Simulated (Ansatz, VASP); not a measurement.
One calculation of Ga, two programs

The input INCAR:

```
SYSTEM = Ga
  PREC = Accurate
  ENCUT = 600
  EDIFF = 1E-6
  ISMEAR = 0
  SIGMA = 0.1
  LREAL = .False.
  LASPH = .True.
  NELM = 80
  ALGO = Fast
  ISIF = 3
  LWAVE = .False.
  LCHARG = .False.
  GGA = PE
  IBRION = 2
  NSW = 100
  EDIFFG = -0.01
```

The input KPOINTS:

```
Automatic mesh
0
Gamma
  6 6 10
  0 0 0
```

Contents of POSCAR:

```
Ga
1.0
    5.8189872914      0.0000000000      0.0000000000
   -2.9094936457      5.0393908186      0.0000000000
    0.0000000000      0.0000000000      4.1399644471
Ga
6
Direct
    0.1744277300      0.8255722700      0.2500000000
    0.1744277300      0.3488554599      0.2500000000
    0.6511445401      0.8255722700      0.2500000000
    0.8255722700      0.1744277300      0.7500000000
    0.8255722700      0.6511445401      0.7500000000
    0.3488554599      0.1744277300      0.7500000000
```

Input for Ansatz:

```yaml
crystal:
  lattice:
    - [5.8189872914, 0.0, 0.0]
    - [-2.9094936457, 5.0393908186, 0.0]
    - [0.0, 0.0, 4.1399644471]
  atoms:
    - { symbol: Ga, position: [0.17442773, 0.82557227, 0.25] }
    - { symbol: Ga, position: [0.17442773, 0.3488554599, 0.25] }
    - { symbol: Ga, position: [0.6511445401, 0.82557227, 0.25] }
    - { symbol: Ga, position: [0.82557227, 0.17442773, 0.75] }
    - { symbol: Ga, position: [0.82557227, 0.6511445401, 0.75] }
    - { symbol: Ga, position: [0.3488554599, 0.17442773, 0.75] }
basis:
  ecutwfc: 420
kpoints:
  mp_grid: { grid: [6, 6, 10] }
hamiltonian:
  xc: pbe
scf:
  occupations: { method: gaussian, width: 0.1 }
output:
  forces: true
  stress: true
  eigenvalues: true
relax:
  adjacent_minimum: "off"
  f_tol: 0.01
  max_steps: 80
  cell: { stress_tol: 0.05 }
```

Alike in both runs: task relaxation of cell and atoms; functional PBE; k mesh 6 × 6 × 10; occupations gaussian, width 0.1 eV; no spin polarisation.

```csv
,VASP,Ansatz
version,VASP 6.6.1,Ansatz 0.2.0
potentials or method,"VASP PAW PBE potentials, release 64 (Ga_d), cutoff 600 eV","scalar-relativistic, plane waves, PAW"
valence electrons in the cell,78,78
```

```csv
,VASP,Ansatz,Ansatz less VASP
"gap on the k mesh at the Fermi level, each at its own relaxed structure (eV)",none,none,-
relaxed volume (Å³/atom),20.41,20.38,-0.024
relaxed cell length with the largest relative difference (Å),4.197,4.190,-0.0067
```

A gap of «none» marks a metal or a gap that the smearing closes.
